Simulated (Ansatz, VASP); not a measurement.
# Two plane-wave programs on LiCl3

INCAR

```
  PREC = Accurate
  ENCUT = 520
  EDIFF = 1E-6
  ISMEAR = 1
  SIGMA = 0.0293
  LREAL = False
  LASPH = True
  NELM = 100
  ALGO = Normal
  ISIF = 2
  LWAVE = False
  LCHARG = False
  GGA = PE
  NBANDS = 34
```

Contents of KPOINTS:

```
regular mesh
0
Gamma
  4 4 6
```

File POSCAR:

```
LiCl3
1.0
    7.0371400000      0.0000000000      0.0000000000
   -3.5185700000      6.0943440000      0.0000000000
    0.0000000000      0.0000000000      4.0607290000
Li Cl
2 6
Direct
    0.3333000000      0.6667000000      0.2500000000
    0.6666000000      0.3333000000      0.7500000000
    0.3750000000      0.2920000000      0.2500000000
    0.0830000000      0.3750000000      0.7500000000
    0.7080000000      0.0830000000      0.2500000000
    0.6250000000      0.7080000000      0.7500000000
    0.9170000000      0.6250000000      0.2500000000
    0.2920000000      0.9170000000      0.7500000000
```

Input for Ansatz:

```yaml
crystal:
  lattice:
    - [7.03714, 0.0, 0.0]
    - [-3.51857, 6.094344, 0.0]
    - [0.0, 0.0, 4.060729]
  atoms:
    - { symbol: Li, position: [0.3333, 0.6667, 0.25] }
    - { symbol: Li, position: [0.6666, 0.3333, 0.75] }
    - { symbol: Cl, position: [0.375, 0.292, 0.25] }
    - { symbol: Cl, position: [0.083, 0.375, 0.75] }
    - { symbol: Cl, position: [0.708, 0.083, 0.25] }
    - { symbol: Cl, position: [0.625, 0.708, 0.75] }
    - { symbol: Cl, position: [0.917, 0.625, 0.25] }
    - { symbol: Cl, position: [0.292, 0.917, 0.75] }
  symmetry: { tolerance: 0.0003 }
kpoints:
  mp_grid: { grid: [4, 4, 6], shift: [0, 0, 0] }
  band_path:
    path:
      - [0.0, 0.0, 0.0]
      - [0.49999994, 8.0e-08, 0.0]
      - [0.33333329, 0.33333346, 0.0]
      - [0.0, 0.0, 0.0]
      - [0.0, 0.0, 0.5]
      - [0.49999994, 8.0e-08, 0.5]
      - [0.33333329, 0.33333346, 0.5]
      - [0.0, 0.0, 0.5]
      - [0.49999994, 8.0e-08, 0.5]
      - [0.49999994, 8.0e-08, 0.0]
      - [0.33333329, 0.33333346, 0.5]
    npoints: 6
magnetization:
  spin_polarized: false
scf:
  occupations: { method: cold, width: 0.0293 }
  lower_state_search: "off"
  max_iter: 200
hamiltonian:
  pseudopotentials: { kind: paw }
  xc: pbe
basis:
  ecutwfc: 420
  fft_grid_basis: typed
output:
  forces: true
  stress: true
  eigenvalues: true
  bader: true
  populations: true
  elf: true
  write_potential: true
  volumetric_format: npy
  dos:
    e_range: [-12, 8]
    de: 0.05
    projected: { site_lists: { Cl: [Cl], Li: [Li] } }
  write_density: true
checkpoint:
  read: saved_state
```

Alike in both runs: task single point; functional PBE; k mesh 4 × 4 × 6; no spin polarisation.

```csv
,VASP,Ansatz
version,VASP 6.6.1,Ansatz 0.2.0
potentials or method,"VASP PAW PBE potentials, release 64 (Li_sv, Cl), cutoff 520 eV",PAW plane waves
occupations,"methfessel-paxton of order 1, width 0.0293 eV","cold, width 0.0293 eV"
valence electrons in the cell,48,48
```

```csv
,VASP,Ansatz,Ansatz less VASP
rms of the force components (eV/Å),0.095,0.093,-0.0020
```

Atom by atom the forces differ by 0.002 eV/Å (rms over components). Ansatz's warnings: structure snapped to symmetry.

Noted on VASP's run: the cutoff is under 1.25 times that of the potentials, so the pressure is a little rough.
